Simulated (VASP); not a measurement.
# SnTe (l) (Fm-3m) in VASP: further runs, part 2 of 2

VASP 6.6.1. The steps go on from the part before.

### Step 3. Relaxation of cell and atoms, LDA

Input file INCAR:

```
  PREC = Accurate
  ENCUT = 500
  EDIFF = 1E-7
  ISMEAR = 0
  SIGMA = 0.01
  LREAL = F
  LASPH = T
  NELM = 120
  ALGO = Normal
  ISIF = 3
  LWAVE = F
  LCHARG = F
  IBRION = 2
  NSW = 100
  EDIFFG = -0.002
  GGA_COMPAT = F
  NELMIN = 4
```

Input file KPOINTS:

```
Automatic mesh
0
Gamma
  10 10 10
```

Input file POSCAR:

```
SnTe
1.0
    0.0000000000      3.1179263808      3.1179263808
    3.1179263808      0.0000000000      3.1179263808
    3.1179263808      3.1179263808      0.0000000000
Sn Te
1 1
Direct
    0.0000000000      0.0000000000      0.0000000000
    0.5000000000      0.5000000000      0.5000000000
```

Potentials or basis: VASP PAW LDA potentials, release 64 (Sn_d, Te).

Launch:

```bash
$ cat potpaw_LDA.64/Sn_d/POTCAR potpaw_LDA.64/Te/POTCAR > POTCAR
$ mpirun -np 1 vasp_std > vasp.out
```

OUTCAR:

```text
PREC = Accurate
   ENCUT = 500
   EDIFF = 1E-7
   ISMEAR = 0
   LREAL = F
   LASPH = T
   NELM = 120
   ISIF = 3
   IBRION = 2
   NSW = 100
   EDIFFG = -0.002
   NELMIN = 4

 ion  position               nearest neighbor table
   1  0.000  0.000  0.000-   2 3.12   2 3.12   2 3.12   2 3.12   2 3.12   2 3.12
   2  0.500  0.500  0.500-   1 3.12   1 3.12   1 3.12   1 3.12   1 3.12   1 3.12

  LATTYP: Found a face centered cubic cell.
 ALAT       =     6.2358527616

  Lattice vectors:

 A1 = (   0.0000000000,   3.1179263808,   3.1179263808)
 A2 = (   3.1179263808,   0.0000000000,   3.1179263808)
 A3 = (   3.1179263808,   3.1179263808,   0.0000000000)

Analysis of symmetry for initial positions (statically):
=====================================================================
 Subroutine PRICEL returns:
 Original cell was already a primitive cell.

 Routine SETGRP: Setting up the symmetry group for a
 face centered cubic supercell.

 Subroutine GETGRP returns: Found 48 space group operations
 (whereof 48 operations were pure point group operations)
 out of a pool of 48 trial point group operations.

The static configuration has the point symmetry O_h .

Analysis of symmetry for dynamics (positions and initial velocities):
=====================================================================
 Subroutine PRICEL returns:
 Original cell was already a primitive cell.

 Routine SETGRP: Setting up the symmetry group for a
 face centered cubic supercell.

 Subroutine GETGRP returns: Found 48 space group operations
 (whereof 48 operations were pure point group operations)
 out of a pool of 48 trial point group operations.

The dynamic configuration has the point symmetry O_h .

 Subroutine INISYM returns: Found 48 space group operations
 (whereof 48 operations are pure point group operations),
 and found     1 'primitive' translations

----------------------------------------------------------------------------------------

                                     Primitive cell

  volume of cell :      60.6216
[... 165 lines left out ...]

  FREE ENERGIE OF THE ION-ELECTRON SYSTEM (eV)
  ---------------------------------------------------
  free  energy   TOTEN  =        -8.8324040942 eV

  energy  without entropy=       -8.8324040942  energy(sigma->0) =       -8.83240409

--------------------------------------- Ionic step        2  -------------------------------------------

 number of electron      20.0000007 magnetization

 Free energy of the ion-electron system (eV)
  ---------------------------------------------------
  ext. energy  EPLUGINS =         0.00000000
  ---------------------------------------------------
  free energy    TOTEN  =        -8.83241568 eV

  energy without entropy =       -8.83241568  energy(sigma->0) =       -8.83241568

 E-fermi :   7.1801     XC(G=0):  -9.8729

 val. band max:        7.0572931160   @ k =   0.5000   0.0000   0.0000
 cond. band min:       7.2647365129   @ k =   0.5000   0.0000   0.0000
 fundamental gap:      0.2074433970
 Fermi energy:         7.1800684698

 k-point     1 :       0.0000    0.0000    0.0000
  band No.  band energies     occupation
      1     -14.6815      2.00000
      2     -14.6815      2.00000
      3     -14.6705      2.00000
      4     -14.6705      2.00000
      5     -14.6705      2.00000
      6      -5.9210      2.00000
      7       2.4568      2.00000
      8       4.9211      2.00000
      9       4.9211      2.00000
     10       4.9211      2.00000
     11      10.4772      0.00000
     12      10.4772      0.00000
     13      10.4772      0.00000
     14      11.8499      0.00000
[... 377 lines left out ...]
      1     -14.6971      2.00000
      2     -14.6780      2.00000
      3     -14.6734      2.00000
      4     -14.6610      2.00000
      5     -14.6606      2.00000
      6      -4.6601      2.00000
      7       0.1047      2.00000
      8       3.0190      2.00000
      9       3.6091      2.00000
     10       3.8324      2.00000
     11       9.7341      0.00000
     12      11.0429      0.00000
     13      11.1288      0.00000
     14      11.5390      0.00000

 [... further k-points ...]
[... 5 lines left out ...]
  --------------------------------------------------------------------------------------
  -------------------------------------------------------------------------------------
  Total        0.0005528      0.0005528      0.0005528      0.0000000     -0.0000000     -0.0000000
  in kB        0.0145934      0.0145934      0.0145934      0.0000000     -0.0000000     -0.0000000
  external PRESSURE =       0.0145934 kB  Pullay stress =       0.0000000 kB

 VOLUME and BASIS-vectors are now :
 -----------------------------------------------------------------------------
  energy-cutoff  :      500.00
  volume of cell :       60.69
      direct lattice vectors                 reciprocal lattice vectors
     0.000000000  3.119029844  3.119029844    -0.160306257  0.160306257  0.160306257
     3.119029844  0.000000000  3.119029844     0.160306257 -0.160306257  0.160306257
     3.119029844  3.119029844  0.000000000     0.160306257  0.160306257 -0.160306257

 POSITION                                       TOTAL-FORCE (eV/Angst)
 -----------------------------------------------------------------------------------
      6.23806      6.23806      6.23806         0.000000      0.000000      0.000000
      3.11903      3.11903      3.11903         0.000000      0.000000     -0.000000
 -----------------------------------------------------------------------------------
    total drift:                                0.000000     -0.000000      0.000000

  FREE ENERGIE OF THE ION-ELECTRON SYSTEM (eV)
  ---------------------------------------------------
  free  energy   TOTEN  =        -8.8324156797 eV

  energy  without entropy=       -8.8324156797  energy(sigma->0) =       -8.83241568

 reached required accuracy - stopping structural energy minimisation
```

OSZICAR:

```text
N       E                     dE             d eps       ncg     rms          rms(c)
DAV:   1     0.124063642097E+03    0.12406E+03   -0.95839E+03  1342   0.161E+03
DAV:   2     0.181227939761E+01   -0.12225E+03   -0.12022E+03  1406   0.373E+02
DAV:   3    -0.859612496337E+01   -0.10408E+02   -0.10376E+02  1748   0.985E+01
DAV:   4    -0.887748139343E+01   -0.28136E+00   -0.28123E+00  1472   0.179E+01
[... 12 lines left out ...]
DAV:   2    -0.883245356434E+01    0.15290E-03   -0.26696E-04  1604   0.286E-01    0.335E-02
DAV:   3    -0.883241733873E+01    0.36226E-04   -0.10984E-04  1618   0.167E-01    0.667E-03
DAV:   4    -0.883241626925E+01    0.10695E-05   -0.31166E-06  1378   0.184E-02    0.659E-03
DAV:   5    -0.883241569423E+01    0.57502E-06   -0.44984E-07  1642   0.578E-03    0.152E-03
DAV:   6    -0.883241567971E+01    0.14525E-07   -0.47962E-08   676   0.398E-03
   2 F= -.88324157E+01 E0= -.88324157E+01  d E =-.115855E-04
```

CONTCAR:

```text
SnTe
   1.00000000000000
     0.0000000000000000    3.1190298439840096    3.1190298439840096
     3.1190298439840096    0.0000000000000000    3.1190298439840096
     3.1190298439840096    3.1190298439840096    0.0000000000000000
  Sn              Te
     1     1
Direct
     1.0000000000000000    1.0000000000000000    1.0000000000000000
     0.5000000000000000    0.5000000000000000    0.5000000000000000

  0.00000000E+00  0.00000000E+00  0.00000000E+00
  0.00000000E+00  0.00000000E+00  0.00000000E+00
```

Wall time 66 s (1 thread of AMD EPYC 7R43 (Zen 3), shared host); peak memory 0.15 GiB.

Results:

```
Free energy                            : -8.8324 eV
Relaxed volume                         : 30.34 Å³/atom
Relaxed cell                           : a = 4.411 Å, b = 4.411 Å, c = 4.411 Å, α = 60.00°, β = 60.00°, γ = 60.00°
Space group after relaxing (to 0.05 Å) : Fm-3m (No. 225)
Energy gained by relaxing              : 0.0 meV/atom
Ionic steps                            : 2
Pressure after relaxing                : 0.0 GPa
Band gap on the k mesh                 : 0.21 eV, direct
```

Final structure:
```
Sn Te
1.0
     0.00000    3.11903    3.11903
     3.11903    0.00000    3.11903
     3.11903    3.11903    0.00000
Sn Te
1 1
Direct
  0.00000 0.00000 0.00000
  0.50000 0.50000 0.50000
```

Caveat: spin-orbit coupling is left out, which moves the levels of the heavy elements. A k mesh can miss the band edges.
